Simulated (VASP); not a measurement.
Here is a VASP 6.6.1 calculation.

File POSCAR:

```
SiNi2
1.0
    3.8695455034      0.0000000000      0.0000000000
   -1.9347727517      3.3511247070      0.0000000000
    0.0000000000      0.0000000000      4.9268111706
Si Ni
2 4
Direct
    0.3333333333      0.6666666667      0.7635860961
    0.6666666667      0.3333333333      0.2364139039
    0.0000000000      0.0000000000      0.0000000000
    0.0000000000      0.0000000000      0.5000000000
    0.3333333333      0.6666666667      0.2652228282
    0.6666666667      0.3333333333      0.7347771718
```

Contents of INCAR.step1:

```
PREC = Accurate ; ENCUT = 520
ISMEAR = 0 ; SIGMA = 0.15
LREAL = F ; LASPH = T
NELM = 80 ; NBANDS = 33
GGA = PE ; ALGO = Normal
EDIFF = 1E-4 ; LWAVE = T
LCHARG = F
```

The input INCAR.step2:

```
PREC = Accurate ; ENCUT = 520
EDIFF = 1E-6 ; ISMEAR = 0
SIGMA = 0.15 ; LREAL = F
LASPH = T ; NELM = 80
ALGO = Normal ; ISIF = 2
LWAVE = F ; LCHARG = T
METAGGA = R2SCAN ; LMIXTAU = T
LELF = T ; LVHAR = T
NBANDS = 33 ; ISTART = 1
```

File KPOINTS:

```
Automatic mesh
0
Gamma
  12 12 10
```

Potentials or basis: VASP PAW PBE potentials, release 64 (Si, Ni).

Launch:

```bash
$ cat potpaw_PBE.64/Si/POTCAR potpaw_PBE.64/Ni/POTCAR > POTCAR
$ cp INCAR.step1 INCAR
$ mpirun -np 1 vasp_std > vasp.out
$ cp INCAR.step2 INCAR
$ mpirun -np 1 vasp_std > vasp.out
```

Task: Estimate the largest force.

Result: 0.227 eV/Å.

Task: What does it give for the band gap on the k mesh?

Result: Zero (band 24 reaches 14.25 eV, above the bottom of band 25 at 10.70 eV).

Task: What does it give for the pressure?

Result: 0.2 GPa.

Stress tensor (GPa, compression positive):
```
0.34 0.00 0.00
0.00 0.34 0.00
0.00 0.00 0.04
```

Caveat: the cell differs from its parent crystal (mode 4 (121.0 1/cm) frozen in, largest displacement +0.075 Å); the PAW data sets were made with another functional, which shifts forces and pressure a little. Spin polarisation is off, so any magnetic state and its effect on volume and gap are missing.
